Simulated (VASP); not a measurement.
# NaI in VASP: a series of runs, part 2 of 2

VASP 6.6.1.

## Step 3: Single point, r2SCAN (uniaxial x strain +5.0%)

Input file POSCAR:

```
NaI
1.0
    0.0000000000      3.2297205115      3.2297205115
    3.3912065371      0.0000000000      3.2297205115
    3.3912065371      3.2297205115      0.0000000000
Na I
1 1
Direct
    0.0000000000      0.0000000000      0.0000000000
    0.5000000000      0.5000000000      0.5000000000
```

Input file INCAR.step1:

```
SYSTEM = NaI
PREC     = Accurate       ! precision mode
ENCUT    = 520            ! plane-wave cutoff, eV
ISMEAR   = 0              ! smearing method
SIGMA    = 0.01           ! smearing width, eV
LREAL    = .FALSE.        ! projectors in reciprocal space
LASPH    = .TRUE.         ! aspherical terms in the spheres
NELM     = 80             ! most SCF steps
NBANDS   = 14             ! bands
GGA      = PE             ! functional
ALGO     = Normal         ! electronic algorithm
EDIFF    = 1E-4           ! SCF threshold, eV
LWAVE    = .TRUE.         ! write WAVECAR
LCHARG   = .FALSE.        ! write CHGCAR
```

Input file INCAR.step2:

```
SYSTEM = NaI
PREC     = Accurate       ! precision mode
ENCUT    = 520            ! plane-wave cutoff, eV
EDIFF    = 1E-6           ! SCF threshold, eV
ISMEAR   = 0              ! smearing method
SIGMA    = 0.01           ! smearing width, eV
LREAL    = .FALSE.        ! projectors in reciprocal space
LASPH    = .TRUE.         ! aspherical terms in the spheres
NELM     = 80             ! most SCF steps
ALGO     = Normal         ! electronic algorithm
ISIF     = 2              ! what is computed and relaxed
LWAVE    = .FALSE.        ! write WAVECAR
LCHARG   = .FALSE.        ! write CHGCAR
METAGGA  = R2SCAN         ! meta-GGA
LMIXTAU  = .TRUE.       
NBANDS   = 14             ! bands
ISTART   = 1
```

Input file KPOINTS:

```
regular mesh
0
G
  8 8 8
  0 0 0
```

Potentials or basis: VASP PAW PBE potentials, release 64 (Na_pv, I).

Started as:

```
cat potpaw_PBE.64/Na_pv/POTCAR potpaw_PBE.64/I/POTCAR > POTCAR
cp INCAR.step1 INCAR
mpirun -np 1 vasp_std > vasp.out
cp INCAR.step2 INCAR
mpirun -np 1 vasp_std > vasp.out
```

OUTCAR:

```text
SYSTEM = NaI
   PREC = Accurate
   ENCUT = 520
   EDIFF = 1E-6
   ISMEAR = 0
   LREAL = .FALSE.
   LASPH = .TRUE.
   NELM = 80
   ISIF = 2
   METAGGA = R2SCAN
   ISTART = 1

 ion  position               nearest neighbor table
   1  0.000  0.000  0.000-
   2  0.500  0.500  0.500-

  LATTYP: Found a body centered tetragonal cell.
 ALAT       =     4.5675145500
 C/A-ratio  =     1.4849242405

  Lattice vectors:

 A1 = (   3.3912065371,   0.0000000000,   3.2297205115)
 A2 = (   3.3912065371,   0.0000000000,  -3.2297205115)
 A3 = (  -3.3912065371,   3.2297205115,   0.0000000000)

Analysis of symmetry for initial positions (statically):
=====================================================================
 Subroutine PRICEL returns:
 Original cell was already a primitive cell.

 Routine SETGRP: Setting up the symmetry group for a
 body centered tetragonal supercell.

 Subroutine GETGRP returns: Found 16 space group operations
 (whereof 16 operations were pure point group operations)
 out of a pool of 16 trial point group operations.

The static configuration has the point symmetry D_4h.

Analysis of symmetry for dynamics (positions and initial velocities):
=====================================================================
 Subroutine PRICEL returns:
 Original cell was already a primitive cell.

 Routine SETGRP: Setting up the symmetry group for a
 body centered tetragonal supercell.

 Subroutine GETGRP returns: Found 16 space group operations
 (whereof 16 operations were pure point group operations)
 out of a pool of 16 trial point group operations.

The dynamic configuration has the point symmetry D_4h.

 Subroutine INISYM returns: Found 16 space group operations
 (whereof 16 operations are pure point group operations),
 and found     1 'primitive' translations

----------------------------------------------------------------------------------------

                                     Primitive cell

  volume of cell :      70.7480

  direct lattice vectors                    reciprocal lattice vectors
     0.000000000  3.229720512  3.229720512    -0.147440150  0.154812157  0.154812157
     3.391206537  0.000000000  3.229720512     0.147440150 -0.154812157  0.154812157
     3.391206537  3.229720512  0.000000000     0.147440150  0.154812157 -0.154812157

  length of vectors
     4.567514550  4.683094742  4.683094742     0.263954932  0.263954932  0.263954932

  position of ions in fractional coordinates (direct lattice)
     0.000000000  0.000000000  0.000000000
     0.500000000  0.500000000  0.500000000

  ion indices of the primitive-cell ions
   primitive index   ion index
                 1           1
                 2           2

----------------------------------------------------------------------------------------

 KPOINTS: regular mesh

Automatic generation of k-mesh.
 Grid dimensions read from file:
 generate k-points for:    8    8    8

 Generating k-lattice:

  Cartesian coordinates                     Fractional coordinates (reciprocal lattice)
    -0.018430019  0.019351520  0.019351520     0.125000000  0.000000000  0.000000000
     0.018430019 -0.019351520  0.019351520     0.000000000  0.125000000  0.000000000
     0.018430019  0.019351520 -0.019351520     0.000000000  0.000000000  0.125000000

  Length of vectors
     0.032994366  0.032994366  0.032994366

  Shift w.r.t. Gamma in fractional coordinates (k-lattice)
     0.000000000  0.000000000  0.000000000

 Subroutine IBZKPT returns following result:
 ===========================================

 Found     59 irreducible k-points:

 Following reciprocal coordinates:
            Coordinates               Weight
  0.000000  0.000000  0.000000      1.000000
  0.125000  0.000000  0.000000      8.000000
  0.250000  0.000000  0.000000      8.000000
  0.375000  0.000000  0.000000      8.000000
  0.500000  0.000000  0.000000      4.000000
  0.125000  0.125000  0.000000      4.000000
[... 16 lines left out ...]
  0.250000  0.125000  0.125000      4.000000
  0.375000  0.125000  0.125000      8.000000
 [... further k-points ...]
   k-points           NKPTS =     59   k-points in BZ     NKDIM =     59   number of bands    NBANDS=     14
   number of dos      NEDOS =    301   number of ions     NIONS =      2
   total plane-waves  NPLWV =  46656
   dimension x,y,z NGX =    36 NGY =   36 NGZ =   36
   dimension x,y,z NGXF=    72 NGYF=   72 NGZF=   72
   ions per type =               1   1
   NGX,Y,Z   is equivalent  to a cutoff of  13.10, 12.78, 12.78 a.u.
   NGXF,Y,Z  is equivalent  to a cutoff of  26.21, 25.56, 25.56 a.u.
 SYSTEM =  NaI
   PREC   = accura    normal or accurate (medium, high low for compatibility)
   ISTART =      1    job   : 0-new  1-cont  2-samecut
   ICHARG =      0    charge: 1-file 2-atom 10-const
   ISPIN  =      1    spin polarized calculation?
   LNONCOLLINEAR =      F non collinear calculations
   LSORBIT =      F    spin-orbit coupling
   LASPH  =      T    aspherical Exc in radial PAW
   ENCUT  =  520.0 eV  38.22 Ry    6.18 a.u.   8.49  8.71  8.71*2*pi/ulx,y,z
   NELM   =     80;   NELMIN=  2; NELMDL=  0     # of ELM steps
   EDIFF  = 0.1E-05   stopping-criterion for ELM
   LREAL  =      F    real-space projection
   EDIFFG = 0.1E-04   stopping-criterion for IOM
   NSW    =      0    number of steps for IOM
   IBRION =     -1    ionic relax: 0-MD 1-quasi-New 2-CG
   NFREE  =      0    steps in history (QN), initial steepest desc. (CG)
   ISIF   =      2    stress and relaxation
   ISYM   =      2    0-nonsym 1-usesym 2-fastsym
   POTIM  = 0.5000    time-step for ionic-motion
   TEBEG  =    0.0;   TEEND  =   0.0 temperature during run
   PSTRESS=    0.0 pullay stress
   NELECT =      14.0000    total number of electrons
   NUPDOWN=      -1.0000    fix difference up-down
   EMIN   =  10.00;   EMAX   =-10.00  energy-range for DOS
   EFERMI =   0.00;   METHOD = LEGACY
   ISMEAR =     0;   SIGMA  =   0.01  broadening in eV -4-tet -1-fermi 0-gaus
   EFERMI_NEDOS =   21; number of points for ismear=-14 and -15
   IALGO  =     38    algorithm
   IMIX   =      4    mixing-type and parameters
     AMIX     =   0.40;   BMIX     =  1.00
     AMIX_MAG =   1.60;   BMIX_MAG =  1.00
  volume/ion in A,a.u.               =      35.37       238.72
  Fermi-wavevector in a.u.,A,eV,Ry     =   0.953995  1.802789 12.382752  0.910107
  Thomas-Fermi vector in A             =   2.082701
   LORBIT       =      0    0 simple, 1 ext, 2 COOP (PROOUT), +10 PAW based schemes
   METAGGA = R2SCAN    functional components
   LHFCALC =     F    Hartree Fock is set to
   AEXX    =    0.0000 exact exchange contribution
   IVDW    =     0    specifies the selected vdW correction
   LEPSILON=     F    determine dielectric tensor
   LRPA    =     F    only Hartree local field effects (RPA)
 non-spin polarized calculation
 Gauss-broadening in eV      SIGMA  =   0.01
  energy-cutoff  :      520.00
  volume of cell :       70.75
 maximum number of plane-waves:      1921
 NGX is ok and might be reduce to    36
   NGX = 17   NGY = 17   NGZ = 17

 number of electron      13.9999994 magnetization

 Free energy of the ion-electron system (eV)
  ---------------------------------------------------
  ext. energy  EPLUGINS =         0.00000000
  ---------------------------------------------------
  free energy    TOTEN  =       -31.06919592 eV

  energy without entropy =      -31.06919592  energy(sigma->0) =      -31.06919592

 E-fermi :   0.3287     XC(G=0):  -7.8850

 val. band max:        0.2200569173   @ k =   0.0000   0.0000   0.0000
 cond. band min:       4.5059250510   @ k =   0.0000   0.0000   0.0000
 fundamental gap:      4.2858681337
 Fermi energy:         0.3286736142

 k-point     1 :       0.0000    0.0000    0.0000
  band No.  band energies     occupation
      1     -23.1082      2.00000
      2     -23.1031      2.00000
      3     -23.1029      2.00000
      4     -11.0501      2.00000
      5       0.1724      2.00000
      6       0.1724      2.00000
      7       0.2201      2.00000
      8       4.5059      0.00000
      9       8.4666      0.00000
     10       8.7770      0.00000
     11       8.7770      0.00000
     12      10.1771      0.00000
     13      10.7089      0.00000
     14      11.2677      0.00000
[... 375 lines left out ...]
 k-point    24 :       0.3750    0.1250    0.1250
  band No.  band energies     occupation
      1     -23.1091      2.00000
      2     -23.1057      2.00000
      3     -23.1028      2.00000
      4     -10.8411      2.00000
      5      -1.2858      2.00000
      6      -0.2464      2.00000
      7       0.0534      2.00000
      8       6.2404      0.00000
      9       8.0090      0.00000
     10       8.2997      0.00000
     11       8.8860      0.00000
     12      10.0595      0.00000
     13      11.8164      0.00000
     14      11.9176      0.00000

 [... further k-points ...]
[... 5 lines left out ...]
  --------------------------------------------------------------------------------------
  -------------------------------------------------------------------------------------
  Total       -0.5749952     -0.1695296     -0.1695296      0.0000000      0.0000000      0.0000000
  in kB      -13.0214891     -3.8392102     -3.8392102      0.0000000      0.0000000      0.0000000
  external PRESSURE =      -6.8999698 kB  Pullay stress =       0.0000000 kB

 VOLUME and BASIS-vectors are now :
 -----------------------------------------------------------------------------
  energy-cutoff  :      520.00
  volume of cell :       70.75
      direct lattice vectors                 reciprocal lattice vectors
     0.000000000  3.229720512  3.229720512    -0.147440150  0.154812157  0.154812157
     3.391206537  0.000000000  3.229720512     0.147440150 -0.154812157  0.154812157
     3.391206537  3.229720512  0.000000000     0.147440150  0.154812157 -0.154812157

 POSITION                                       TOTAL-FORCE (eV/Angst)
 -----------------------------------------------------------------------------------
      0.00000      0.00000      0.00000         0.000000     -0.000000      0.000000
      3.39121      3.22972      3.22972         0.000000      0.000000     -0.000000
 -----------------------------------------------------------------------------------
    total drift:                                0.000000      0.000000      0.000000

  FREE ENERGIE OF THE ION-ELECTRON SYSTEM (eV)
  ---------------------------------------------------
  free  energy   TOTEN  =       -31.0691959167 eV

  energy  without entropy=      -31.0691959167  energy(sigma->0) =      -31.06919592
```

It took 1.8 min on 1 thread of Intel Xeon 6975P-C, shared host; peak memory 0.25 GiB.

Results:

```
Free energy            : -31.0692 eV
Pressure               : -0.7 GPa
Band gap on the k mesh : 4.29 eV, direct
```

Caveat: the cell differs from its parent crystal (uniaxial x strain +5.0%); the PAW data sets were made with another functional, which shifts forces and pressure a little; spin-orbit coupling is left out, which moves the levels of the heavy elements. A k mesh can miss the band edges.

## Step 4: Single point, r2SCAN (epitaxial 111 strain +1.0%)

Input file POSCAR:

```
NaI
1.0
   -0.0386514326      3.2233662840      3.2233662840
    3.2233662840     -0.0386514326      3.2233662840
    3.2233662840      3.2233662840     -0.0386514326
Na I
1 1
Direct
    0.0000000000      0.0000000000      0.0000000000
    0.5000000000      0.5000000000      0.5000000000
```

Input file INCAR.step1:

```
SYSTEM = NaI
  ALGO = Normal
  EDIFF = 1E-4
  ENCUT = 520
  GGA = PE
  ISMEAR = 0
  LASPH = .True.
  LCHARG = .False.
  LREAL = .False.
  LWAVE = .True.
  NBANDS = 14
  NELM = 80
  PREC = Accurate
  SIGMA = 0.01
```

Input file INCAR.step2:

```
SYSTEM = NaI
  ALGO = Normal
  EDIFF = 1E-7
  ENCUT = 520
  ISIF = 2
  ISMEAR = 0
  ISTART = 1
  LASPH = .True.
  LCHARG = .False.
  LMIXTAU = .True.
  LREAL = .False.
  LWAVE = .False.
  METAGGA = R2SCAN
  NBANDS = 14
  NELM = 80
  PREC = Accurate
  SIGMA = 0.01
```

Input file KPOINTS:

```
k-points
0
Gamma
  8 8 8
  0 0 0
```

Potentials or basis: VASP PAW PBE potentials, release 64 (Na_pv, I).

Started as:

```
cat potpaw_PBE.64/Na_pv/POTCAR potpaw_PBE.64/I/POTCAR > POTCAR
cp INCAR.step1 INCAR
mpirun -np 1 vasp_std > vasp.out
cp INCAR.step2 INCAR
mpirun -np 1 vasp_std > vasp.out
```

OUTCAR:

```text
SYSTEM = NaI
   EDIFF = 1E-7
   ENCUT = 520
   ISIF = 2
   ISMEAR = 0
   ISTART = 1
   LASPH = .True.
   LREAL = .False.
   METAGGA = R2SCAN
   NELM = 80
   PREC = Accurate

 ion  position               nearest neighbor table
   1  0.000  0.000  0.000-
   2  0.500  0.500  0.500-

  LATTYP: Found a trigonal (rhomboedric) cell.
 ALAT       =     4.5586921737
 COS(alpha) =     0.4879739037

  Lattice vectors:

 A1 = (  -0.0386514326,   3.2233662840,   3.2233662840)
 A2 = (   3.2233662840,  -0.0386514326,   3.2233662840)
 A3 = (   3.2233662840,   3.2233662840,  -0.0386514326)

Analysis of symmetry for initial positions (statically):
=====================================================================
 Subroutine PRICEL returns:
 Original cell was already a primitive cell.

 Routine SETGRP: Setting up the symmetry group for a
 trigonal (rhombohedral) supercell.

 Subroutine GETGRP returns: Found 12 space group operations
 (whereof 12 operations were pure point group operations)
 out of a pool of 12 trial point group operations.

The static configuration has the point symmetry D_3d.

[... 166 lines left out ...]
 Fermi energy:         0.6158843850

 k-point     1 :       0.0000    0.0000    0.0000
  band No.  band energies     occupation
      1     -22.8184      2.00000
      2     -22.8164      2.00000
      3     -22.8164      2.00000
      4     -10.8899      2.00000
      5       0.4148      2.00000
      6       0.4148      2.00000
      7       0.4934      2.00000
      8       4.8597      0.00000
      9       8.8474      0.00000
     10       8.8474      0.00000
     11       9.0565      0.00000
     12      10.7601      0.00000
     13      10.7601      0.00000
     14      11.5486      0.00000
[... 377 lines left out ...]
      1     -22.8206      2.00000
      2     -22.8181      2.00000
      3     -22.8164      2.00000
      4     -10.6627      2.00000
      5      -1.0765      2.00000
      6      -0.0137      2.00000
      7       0.2510      2.00000
      8       6.6072      0.00000
      9       8.4016      0.00000
     10       8.5900      0.00000
     11       8.9938      0.00000
     12      10.1712      0.00000
     13      12.2772      0.00000
     14      12.5654      0.00000

 [... further k-points ...]
[... 5 lines left out ...]
  --------------------------------------------------------------------------------------
  -------------------------------------------------------------------------------------
  Total       -0.1107567     -0.1107567     -0.1107567      0.0382137      0.0382137      0.0382137
  in kB       -2.6024348     -2.6024348     -2.6024348      0.8979020      0.8979020      0.8979020
  external PRESSURE =      -2.6024348 kB  Pullay stress =       0.0000000 kB

 VOLUME and BASIS-vectors are now :
 -----------------------------------------------------------------------------
  energy-cutoff  :      520.00
  volume of cell :       68.19
      direct lattice vectors                 reciprocal lattice vectors
    -0.038651433  3.223366284  3.223366284    -0.152354833  0.154203894  0.154203894
     3.223366284 -0.038651433  3.223366284     0.154203894 -0.152354833  0.154203894
     3.223366284  3.223366284 -0.038651433     0.154203894  0.154203894 -0.152354833

 POSITION                                       TOTAL-FORCE (eV/Angst)
 -----------------------------------------------------------------------------------
      0.00000      0.00000      0.00000        -0.000000      0.000000     -0.000000
      3.20404      3.20404      3.20404         0.000000     -0.000000      0.000000
 -----------------------------------------------------------------------------------
    total drift:                                0.000000      0.000000      0.000000

  FREE ENERGIE OF THE ION-ELECTRON SYSTEM (eV)
  ---------------------------------------------------
  free  energy   TOTEN  =       -31.0842451392 eV

  energy  without entropy=      -31.0842451392  energy(sigma->0) =      -31.08424514
```

OSZICAR.step1:

```text
N       E                     dE             d eps       ncg     rms          rms(c)
DAV:   1     0.825168691711E+02    0.82517E+02   -0.65534E+03  1826   0.891E+02
DAV:   2     0.126880053258E+01   -0.81248E+02   -0.75533E+02  1910   0.219E+02
DAV:   3    -0.528882486323E+01   -0.65576E+01   -0.65164E+01  2354   0.604E+01
DAV:   4    -0.544976478215E+01   -0.16094E+00   -0.16090E+00  2254   0.984E+00
DAV:   5    -0.545394308223E+01   -0.41783E-02   -0.41782E-02  2434   0.151E+00    0.162E+00
DAV:   6    -0.539206627139E+01    0.61877E-01   -0.72064E-02  2210   0.155E+00    0.110E+00
DAV:   7    -0.538330326509E+01    0.87630E-02   -0.65363E-02  2330   0.131E+00    0.611E-01
DAV:   8    -0.538540739667E+01   -0.21041E-02   -0.54376E-03  2156   0.580E-01    0.178E-01
DAV:   9    -0.538536937297E+01    0.38024E-04   -0.20930E-04  2168   0.125E-01
   1 F= -.53853694E+01 E0= -.53853694E+01  d E =-.216127E-60
```

Run time: 3 min. Hardware: 1 thread of Intel Xeon 6975P-C, shared host; peak memory 0.25 GiB.

Results:

| Quantity | Value |
| --- | --- |
| Free energy | -31.0842 eV |
| Pressure | -0.3 GPa |
| Band gap on the k mesh | 4.37 eV, direct |

Levels at points of the mesh, in eV from the valence-band top:
```
           k point  band 5  band 6  band 7  band 8  band 9  band 10
(0.00, 0.00, 0.00)   -0.08   -0.08    0.00    4.37    8.35     8.35
(0.50, 0.00, 0.00)   -2.22   -0.35   -0.31    5.65    7.98     8.11
(0.50, 0.50, 0.00)   -1.97   -0.84   -0.77    5.17    5.98    10.63
(0.50, 0.50, 0.50)   -2.20   -0.39   -0.39    5.58    7.93     7.93
```

Caveat: the cell differs from its parent crystal (epitaxial 111 strain +1.0%); the PAW data sets were made with another functional, which shifts forces and pressure a little; spin-orbit coupling is left out, which moves the levels of the heavy elements.

## Step 5: Summary

```csv
level,cell,smearing,gap on the mesh (eV),pressure (GPa)
PBE,"a = 4.568, b = 4.568, c = 4.556 Å, angles 60.1, 60.1, 60.2°, 2 atoms",fermi-dirac 0.02 eV,3.65,0.5
r2SCAN,"a = 4.568, b = 4.683, c = 4.683 Å, angles 58.4, 60.8, 60.8°, 2 atoms",gaussian 0.01 eV,4.29,-0.7
r2SCAN,"a = 4.559 Å, angles 60.8°, 2 atoms",gaussian 0.01 eV,4.37,-0.3
```

Alike in all rows: task single point; potentials or basis VASP PAW PBE potentials, release 64 (Na_pv, I); no spin polarisation; k mesh 8 × 8 × 8; cutoff (eV) 520.

Caveats: spin-orbit coupling is left out, which moves the levels of the heavy elements; the PAW data sets were made with another functional, which shifts forces and pressure a little (some runs).

Total energies depend on the potentials used, so only differences within one code and one set of settings carry meaning.
